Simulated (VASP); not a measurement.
# SnO2 (Pbcn) in VASP: single point with PBEsol

Aim: the single point of SnO2 with PBEsol.

Everything below comes from runs of VASP 6.6.1. Logs are shortened: lines on timing, memory, paths and dates and some standing lists are left out, and cuts for length are marked.

### 1 The cell of the first run

It takes space group Pbcn (No. 60, orthorhombic). The conventional cell has a = 4.743 Å, b = 5.751 Å, c = 5.248 Å, α = 90.00°, β = 90.00°, γ = 90.00°. Sn (site symmetry 2) has 6 O at 2.04 to 2.11 Å within 2.7 Å. O (site symmetry 1) has 3 Sn at 2.04 to 2.11 Å and 1 O at 2.63 Å within 2.7 Å.

### 2 Single point, PBEsol

The input, INCAR:

```
ALGO = Normal
EDIFF = 1E-6
ENCUT = 520
GGA = PS
ISIF = 2
ISMEAR = -1
LASPH = True
LCHARG = False
LREAL = False
LWAVE = False
NBANDS = 64
NELM = 80
PREC = Accurate
SIGMA = 0.02
```

The input, KPOINTS:

```
k-points
0
Gamma
  4 6 4
```

The input, POSCAR:

```
SnO2
1.0
    5.2311592266      0.0000000000      0.4245680999
    0.0000000000      4.7430897176      0.0000000000
   -0.4652313670      0.0000000000      5.7322789299
Sn O
4 8
Direct
    0.2499999170      0.4999998462      0.6664481091
    0.7500000830      0.9999998462      0.8335518909
    0.7500000830      0.5000001538      0.3335518909
    0.2499999170      0.0000001538      0.1664481091
    0.4222852162      0.7691082818      0.8944548406
    0.5777147838      0.2691082818      0.6055451594
    0.5777147838      0.2308917182      0.1055451594
    0.4222852162      0.7308917182      0.3944548406
    0.0777144935      0.2691086558      0.3944549440
    0.9222855065      0.7691086558      0.1055450560
    0.9222855065      0.7308913442      0.6055450560
    0.0777144935      0.2308913442      0.8944549440
```

Potentials or basis: VASP PAW PBE potentials, release 64 (Sn_d, O).

Launch:

```
cat potpaw_PBE.64/Sn_d/POTCAR potpaw_PBE.64/O/POTCAR > POTCAR
mpirun -np 1 vasp_std > vasp.out
```

OUTCAR:

```text
EDIFF = 1E-6
   ENCUT = 520
   GGA = PS
   ISIF = 2
   ISMEAR = -1
   LASPH = True
   LREAL = False
   NELM = 80
   PREC = Accurate

 ion  position               nearest neighbor table
   1  0.250  0.500  0.666-  12 2.04   5 2.04  11 2.07   6 2.07   8 2.11   9 2.11   3 3.25   3 3.25
                             2 3.67   2 3.67   2 3.67   2 3.67   4 3.73   4 3.73   4 3.73   4 3.73
   2  0.750  1.000  0.834-  11 2.04   6 2.04  12 2.07   5 2.07   7 2.11  10 2.11   4 3.25   4 3.25
                             1 3.67   1 3.67   1 3.67   1 3.67   3 3.73   3 3.73   3 3.73   3 3.73
   3  0.750  0.500  0.334-  10 2.04   7 2.04   9 2.07   8 2.07   6 2.11  11 2.11   1 3.25   1 3.25
                             4 3.67   4 3.67   4 3.67   4 3.67   2 3.73   2 3.73   2 3.73   2 3.73
   4  0.250  0.000  0.166-   9 2.04   8 2.04  10 2.07   7 2.07   5 2.11  12 2.11   2 3.25   2 3.25
                             3 3.67   3 3.67   3 3.67   3 3.67   1 3.73   1 3.73   1 3.73   1 3.73
   5  0.422  0.769  0.894-   1 2.04   2 2.07   4 2.11
   6  0.578  0.269  0.606-   2 2.04   1 2.07   3 2.11
   7  0.578  0.231  0.106-   3 2.04   4 2.07   2 2.11
   8  0.422  0.731  0.394-   4 2.04   3 2.07   1 2.11
   9  0.078  0.269  0.394-   4 2.04   3 2.07   1 2.11
  10  0.922  0.769  0.106-   3 2.04   4 2.07   2 2.11
  11  0.922  0.731  0.606-   2 2.04   1 2.07   3 2.11
  12  0.078  0.231  0.894-   1 2.04   2 2.07   4 2.11

  LATTYP: Found a simple orthorhombic cell.
 ALAT       =     4.7430897176
 B/A-ratio  =     1.1065277120
 C/A-ratio  =     1.2125275629

  Lattice vectors:

 A1 = (   0.0000000000,  -4.7430897176,   0.0000000000)
 A2 = (   5.2311592266,   0.0000000000,   0.4245680999)
 A3 = (  -0.4652313670,   0.0000000000,   5.7322789299)

Analysis of symmetry for initial positions (statically):
=====================================================================
 Subroutine PRICEL returns:
 Original cell was already a primitive cell.

 Routine SETGRP: Setting up the symmetry group for a
 simple orthorhombic supercell.

 Subroutine GETGRP returns: Found  8 space group operations
 (whereof  2 operations were pure point group operations)
 out of a pool of  8 trial point group operations.

The static configuration has the point symmetry S_2 .
 The point group associated with its full space group is D_2h.

Analysis of symmetry for dynamics (positions and initial velocities):
=====================================================================
 Subroutine PRICEL returns:
 Original cell was already a primitive cell.

 Routine SETGRP: Setting up the symmetry group for a
 simple orthorhombic supercell.

 Subroutine GETGRP returns: Found  8 space group operations
 (whereof  2 operations were pure point group operations)
 out of a pool of  8 trial point group operations.

The dynamic configuration has the point symmetry S_2 .
 The point group associated with its full space group is D_2h.

 Subroutine INISYM returns: Found  8 space group operations
 (whereof  2 operations are pure point group operations),
 and found     1 'primitive' translations

----------------------------------------------------------------------------------------

                                     Primitive cell

  volume of cell :     143.1654

  direct lattice vectors                    reciprocal lattice vectors
     5.231159227  0.000000000  0.424568100     0.189911263  0.000000000  0.015413185
     0.000000000  4.743089718  0.000000000     0.000000000  0.210833035  0.000000000
    -0.465231367  0.000000000  5.732278930    -0.014066005  0.000000000  0.173309091

  length of vectors
     5.248360213  4.743089718  5.751127016     0.190535702  0.210833035  0.173878963

  position of ions in fractional coordinates (direct lattice)
     0.249999917  0.499999846  0.666448109
     0.750000083  0.999999846  0.833551891
     0.750000083  0.500000154  0.333551891
     0.249999917  0.000000154  0.166448109
     0.422285216  0.769108282  0.894454841
     0.577714784  0.269108282  0.605545159
     0.577714784  0.230891718  0.105545159
     0.422285216  0.730891718  0.394454841
     0.077714493  0.269108656  0.394454944
     0.922285507  0.769108656  0.105545056
     0.922285507  0.730891344  0.605545056
     0.077714493  0.230891344  0.894454944

  ion indices of the primitive-cell ions
   primitive index   ion index
                 1           1
                 2           2
                 3           3
                 4           4
                 5           5
                 6           6
                 7           7
                 8           8
                 9           9
                10          10
                11          11
                12          12

----------------------------------------------------------------------------------------

 KPOINTS: k-points

Automatic generation of k-mesh.
 Grid dimensions read from file:
 generate k-points for:    4    6    4

 Generating k-lattice:

  Cartesian coordinates                     Fractional coordinates (reciprocal lattice)
     0.047477816  0.000000000  0.003853296     0.250000000  0.000000000 -0.000000000
     0.000000000  0.035138839  0.000000000     0.000000000  0.166666667  0.000000000
    -0.003516501  0.000000000  0.043327273     0.000000000  0.000000000  0.250000000

  Length of vectors
     0.047633926  0.035138839  0.043469741

  Shift w.r.t. Gamma in fractional coordinates (k-lattice)
     0.000000000  0.000000000  0.000000000

 Subroutine IBZKPT returns following result:
 ===========================================

 Found     36 irreducible k-points:

 Following reciprocal coordinates:
            Coordinates               Weight
  0.000000  0.000000  0.000000      1.000000
  0.250000  0.000000 -0.000000      2.000000
  0.500000  0.000000 -0.000000      1.000000
  0.000000  0.166667  0.000000      2.000000
  0.250000  0.166667 -0.000000      4.000000
  0.500000  0.166667 -0.000000      2.000000
[... 16 lines left out ...]
  0.250000  0.500000  0.250000      4.000000
  0.500000  0.500000  0.250000      2.000000
 [... further k-points ...]
   k-points           NKPTS =     36   k-points in BZ     NKDIM =     36   number of bands    NBANDS=     64
   number of dos      NEDOS =    301   number of ions     NIONS =     12
   total plane-waves  NPLWV =  69120
   dimension x,y,z NGX =    40 NGY =   36 NGZ =   48
   dimension x,y,z NGXF=    80 NGYF=   72 NGZF=   96
   ions per type =               4   8
   NGX,Y,Z   is equivalent  to a cutoff of  12.67, 12.62, 13.88 a.u.
   NGXF,Y,Z  is equivalent  to a cutoff of  25.34, 25.24, 27.75 a.u.
 SYSTEM =  unknown system
   PREC   = accura    normal or accurate (medium, high low for compatibility)
   ISTART =      0    job   : 0-new  1-cont  2-samecut
   ICHARG =      2    charge: 1-file 2-atom 10-const
   ISPIN  =      1    spin polarized calculation?
   LNONCOLLINEAR =      F non collinear calculations
   LSORBIT =      F    spin-orbit coupling
   LASPH  =      T    aspherical Exc in radial PAW
   ENCUT  =  520.0 eV  38.22 Ry    6.18 a.u.   9.76  8.82 10.69*2*pi/ulx,y,z
   NELM   =     80;   NELMIN=  2; NELMDL= -5     # of ELM steps
   EDIFF  = 0.1E-05   stopping-criterion for ELM
   LREAL  =      F    real-space projection
   EDIFFG = 0.1E-04   stopping-criterion for IOM
   NSW    =      0    number of steps for IOM
   IBRION =     -1    ionic relax: 0-MD 1-quasi-New 2-CG
   NFREE  =      0    steps in history (QN), initial steepest desc. (CG)
   ISIF   =      2    stress and relaxation
   ISYM   =      2    0-nonsym 1-usesym 2-fastsym
   POTIM  = 0.5000    time-step for ionic-motion
   TEBEG  =    0.0;   TEEND  =   0.0 temperature during run
   PSTRESS=    0.0 pullay stress
   NELECT =     104.0000    total number of electrons
   NUPDOWN=      -1.0000    fix difference up-down
   EMIN   =  10.00;   EMAX   =-10.00  energy-range for DOS
   EFERMI =   0.00;   METHOD = LEGACY
   ISMEAR =    -1;   SIGMA  =   0.02  broadening in eV -4-tet -1-fermi 0-gaus
   EFERMI_NEDOS =   21; number of points for ismear=-14 and -15
   IALGO  =     38    algorithm
   IMIX   =      4    mixing-type and parameters
     AMIX     =   0.40;   BMIX     =  1.00
     AMIX_MAG =   1.60;   BMIX_MAG =  1.00
  volume/ion in A,a.u.               =      11.93        80.51
  Fermi-wavevector in a.u.,A,eV,Ry     =   1.471657  2.781029 29.467153  2.165775
  Thomas-Fermi vector in A             =   2.586766
   LORBIT       =      0    0 simple, 1 ext, 2 COOP (PROOUT), +10 PAW based schemes
   GGA     = PS    functional components
   LHFCALC =     F    Hartree Fock is set to
   AEXX    =    0.0000 exact exchange contribution
   IVDW    =     0    specifies the selected vdW correction
   LEPSILON=     F    determine dielectric tensor
   LRPA    =     F    only Hartree local field effects (RPA)
 non-spin polarized calculation
  energy-cutoff  :      520.00
  volume of cell :      143.17
 maximum number of plane-waves:      3902
 NGX is ok and might be reduce to    40
   NGX = 19   NGY = 17   NGZ = 21

 number of electron     103.9999997 magnetization

 Free energy of the ion-electron system (eV)
  ---------------------------------------------------
  ext. energy  EPLUGINS =         0.00000000
  ---------------------------------------------------
  free energy    TOTEN  =       -79.16808744 eV

  energy without entropy =      -79.16808744  energy(sigma->0) =      -79.16808744

 E-fermi :   6.2193     XC(G=0): -11.5731

 val. band max:        5.6910321644   @ k =   0.0000   0.3333   0.0000
 cond. band min:       6.9450936228   @ k =   0.0000   0.0000   0.0000
 fundamental gap:      1.2540614585
 Fermi energy:         6.2192846796

 k-point     1 :       0.0000    0.0000    0.0000
  band No.  band energies     occupation
      1     -14.8656      2.00000
      2     -14.7312      2.00000
      3     -14.6479      2.00000
      4     -14.3540      2.00000
      5     -14.2267      2.00000
      6     -14.0618      2.00000
[... 1597 lines left out ...]
     63      16.6392      0.00000
     64      16.6486      0.00000

 [... further k-points ...]

------------------------ aborting loop because EDIFF is reached ----------------------------------------

  FORCE on cell =-STRESS in cart. coord.  units (eV):
  Direction    XX          YY          ZZ          XY          YZ          ZX
  --------------------------------------------------------------------------------------
  -------------------------------------------------------------------------------------
  Total        0.6567495      0.5233666      0.5419481      0.0000000     -0.0000000      0.0093800
  in kB        7.3497474      5.8570466      6.0649932      0.0000000     -0.0000000      0.1049727
  external PRESSURE =       6.4239290 kB  Pullay stress =       0.0000000 kB

 VOLUME and BASIS-vectors are now :
 -----------------------------------------------------------------------------
  energy-cutoff  :      520.00
  volume of cell :      143.17
      direct lattice vectors                 reciprocal lattice vectors
     5.231159227  0.000000000  0.424568100     0.189911263  0.000000000  0.015413185
     0.000000000  4.743089718  0.000000000     0.000000000  0.210833035  0.000000000
    -0.465231367  0.000000000  5.732278930    -0.014066005  0.000000000  0.173309091

 POSITION                                       TOTAL-FORCE (eV/Angst)
 -----------------------------------------------------------------------------------
      0.99774      2.37154      3.92641        -0.001466     -0.000000      0.018058
      3.53558      4.74309      5.09658         0.001466     -0.000000     -0.018058
      3.76819      2.37155      2.23044         0.001466     -0.000000     -0.018058
      1.23035      0.00000      1.06027        -0.001466     -0.000000      0.018058
      1.79291      3.64795      5.30655        -0.004150     -0.011636      0.003173
      2.74040      1.27640      3.71643         0.004150     -0.011636     -0.003173
      2.97302      1.09514      0.85029         0.004150      0.011636     -0.003173
      2.02553      3.46668      2.44041        -0.004150      0.011636      0.003173
      0.22302      1.27641      2.29412         0.003584     -0.011636      0.003801
      4.77552      3.64795      0.99659        -0.003584     -0.011636     -0.003801
      4.54290      3.46668      3.86273        -0.003584      0.011636     -0.003801
     -0.00959      1.09514      5.16026         0.003584      0.011636      0.003801
 -----------------------------------------------------------------------------------
    total drift:                                0.005209     -0.007106     -0.003546

  FREE ENERGIE OF THE ION-ELECTRON SYSTEM (eV)
  ---------------------------------------------------
  free  energy   TOTEN  =       -79.1680874404 eV

  energy  without entropy=      -79.1680874404  energy(sigma->0) =      -79.16808744
```

Wall time 8.1 min (1 thread of Oxide Virtual Turin-like, shared host); peak memory 0.35 GiB.

What came out:

```
Free energy            : -79.1681 eV
Pressure               : 0.6 GPa
Largest force          : 0.018 eV/Å
Band gap on the k mesh : 1.25 eV, indirect (the least direct gap lies 0.5 meV higher)
```

Forces on the atoms (eV/Å):
```
Sn  -0.001  0.000  0.018
Sn   0.001  0.000 -0.018
Sn   0.001  0.000 -0.018
Sn  -0.001  0.000  0.018
O   -0.004 -0.012  0.003
O    0.004 -0.012 -0.003
O    0.004  0.012 -0.003
O   -0.004  0.012  0.003
O    0.004 -0.012  0.004
O   -0.004 -0.012 -0.004
O   -0.004  0.012 -0.004
O    0.004  0.012  0.004
```

Stress tensor (GPa, compression positive):
```
0.73 0.00 0.01
0.00 0.59 0.00
0.01 0.00 0.61
```

Levels at points of the mesh, in eV from the valence-band top:
```
           k point  band 48  band 49  band 50  band 51  band 52  band 53  band 54  band 55  band 56  band 57
(0.00, 0.00, 0.00)    -0.58    -0.58    -0.16    -0.11     0.00     1.25     6.06     6.12     6.65     6.87
(0.50, 0.00, 0.00)    -0.74    -0.23    -0.23    -0.17    -0.17     4.34     4.34     6.07     6.07     7.64
(0.00, 0.50, 0.00)    -0.83    -0.27    -0.27    -0.04    -0.04     4.43     4.43     5.16     5.16     8.24
(0.50, 0.50, 0.00)    -0.86    -0.22    -0.22    -0.22    -0.22     4.87     4.87     4.87     4.87     8.09
(0.00, 0.00, 0.50)    -1.01    -0.90    -0.90    -0.08    -0.08     3.99     3.99     6.76     6.76     8.61
(0.50, 0.00, 0.50)    -1.14    -0.30    -0.30    -0.30    -0.30     5.43     5.43     5.43     5.43     8.65
(0.00, 0.50, 0.50)    -0.66    -0.58    -0.58    -0.19    -0.19     4.88     4.88     5.97     5.97     8.51
(0.50, 0.50, 0.50)    -1.05    -0.35    -0.35    -0.35    -0.35     5.32     5.32     5.32     5.32     8.51
```

Caveat: the PAW data sets were made with another functional, which shifts forces and pressure a little; spin-orbit coupling is left out, which moves the levels of the heavy elements. As with any semilocal functional, this PBEsol gap is likely too small.
